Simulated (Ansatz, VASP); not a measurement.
**HgSe3: VASP beside Ansatz**

File INCAR:

```
SYSTEM = HgSe3
ALGO     = Normal         ! electronic algorithm
EDIFF    = 1E-6           ! SCF threshold, eV
EDIFFG   = -0.04          ! ionic threshold
ENCUT    = 600            ! plane-wave cutoff, eV
GGA      = PE             ! functional
IBRION   = 2              ! ionic algorithm
ISIF     = 3              ! what is computed and relaxed
ISMEAR   = 0              ! smearing method
LASPH    = .True.         ! aspherical terms in the spheres
LCHARG   = .False.        ! write CHGCAR
LREAL    = .False.        ! projectors in reciprocal space
LWAVE    = .False.        ! write WAVECAR
NELM     = 60             ! most SCF steps
NSW      = 90             ! ionic steps
PREC     = Accurate       ! precision mode
SIGMA    = 0.1            ! smearing width, eV
```

Contents of KPOINTS:

```
k-points
0
Gamma
  4 4 4
  0 0 0
```

File POSCAR:

```
HgSe3
1.0
    4.6403844036      0.0000000000      0.0000000000
    0.0000000000      4.6403844036      0.0000000000
    0.0000000000      0.0000000000      4.5926877286
Hg Se
1 3
Direct
    0.0000000000      0.0000000000      0.0000000000
    0.0000000000      0.5000000000      0.5000000000
    0.5000000000      0.0000000000      0.5000000000
    0.5000000000      0.5000000000      0.0000000000
```

Input for Ansatz:

```yaml
crystal:
  lattice:
    - [4.6403844036, 0.0, 0.0]
    - [0.0, 4.6403844036, 0.0]
    - [0.0, 0.0, 4.5926877286]
  atoms:
    - { symbol: Hg, position: [0.0, 0.0, 0.0] }
    - { symbol: Se, position: [0.0, 0.5, 0.5] }
    - { symbol: Se, position: [0.5, 0.0, 0.5] }
    - { symbol: Se, position: [0.5, 0.5, 0.0] }
basis:
  ecutwfc: 420
kpoints:
  mp_grid: { grid: [4, 4, 4] }
hamiltonian:
  xc: pbe
scf:
  occupations: { method: gaussian, width: 0.1 }
  lower_state_search: "off"
output:
  forces: true
  stress: true
  eigenvalues: true
relax:
  adjacent_minimum: "off"
  f_tol: 0.04
  max_steps: 70
  cell: { stress_tol: 0.4 }
```

Alike in both runs: task relaxation of cell and atoms; functional PBE; k mesh 4 × 4 × 4; occupations gaussian, width 0.1 eV; no spin polarisation.

```csv
,VASP,Ansatz
version,VASP 6.6.1,Ansatz 0.2.0
potentials or method,"VASP PAW PBE potentials, release 64 (Hg, Se), cutoff 600 eV","scalar-relativistic, plane waves, PAW"
valence electrons in the cell,30,68
```

Ansatz gave:

| Item | Value |
| --- | --- |
| gap on the k mesh at the Fermi level, each at its own relaxed structure (eV) | none |
| relaxed volume (Å³/atom) | 21.76 |
| relaxed cell length with the largest relative difference (Å) | 2.940 |

Question: Estimate VASP's values.

Answer: gap on the k mesh at the Fermi level, each at its own relaxed structure (eV): none; relaxed volume (Å³/atom): 21.84; relaxed cell length with the largest relative difference (Å): 2.947.

A gap of «none» marks a metal or a gap that the smearing closes. VASP's potentials hold 30 valence electrons a cell and Ansatz's 68, so a difference there can come from the potentials and not from the codes.

Neither program's run includes spin-orbit coupling.
